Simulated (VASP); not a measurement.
## BN: single point with PBE

BN:

```
B N
1.0
     0.00000    1.81235    1.86672
     1.81235    0.00000    1.86672
     1.81235    1.81235    0.00000
B N
1 1
Direct
  0.00000 0.00000 0.00000
  0.75000 0.75000 0.75000
```

This cell differs from its parent crystal: strain +0.0300 x Voigt [0, 0, 1, 0, 0, 0].

```yaml
Program: VASP 6.6.1
Task: single point
Functional: PBE
Potentials_or_basis: VASP PAW PBE potentials, release 64 (B, N)
Cutoff: 520 eV
k_mesh: 12 × 12 × 12
Occupations: gaussian, width 0.05 eV
Spin: no spin polarisation
Dipole_correction: no
Further_INCAR_settings: ALGO = Normal; EDIFF = 1e-06; NBANDS = 11
```

- Pressure: -10.2 GPa
- Band gap on the k mesh: 4.16 eV, indirect (least direct gap 8.48 eV)

Stress tensor (GPa, compression positive):
```
 -4.16   0.00   0.00
  0.00  -4.16   0.00
  0.00   0.00 -22.43
```

Levels at points of the mesh, in eV from the valence-band top:
```tsv
k point	band 1	band 2	band 3	band 4	band 5	band 6	band 7	band 8
(0.00, 0.00, 0.00)	-19.91	-0.30	0.00	0.00	8.48	8.48	8.69	9.64
(0.50, 0.00, 0.00)	-15.87	-10.45	-2.19	-1.75	9.29	10.51	10.55	14.78
(0.50, 0.50, 0.00)	-14.76	-9.05	-4.56	-4.56	4.65	9.37	17.19	17.19
(0.50, 0.00, 0.50)	-14.44	-8.63	-4.95	-4.94	4.16	8.70	17.02	17.46
```

Wall time 17 s on 1 thread of Intel(R) Xeon(R) Platinum 8259CL CPU @ 2.50GHz (Skylake/Cascade Lake), on a shared host, peak memory 0.13 GiB.

Caveat: the cell differs from its parent crystal (strain +0.0300 x Voigt [0, 0, 1, 0, 0, 0]). A k mesh can miss the band edges.
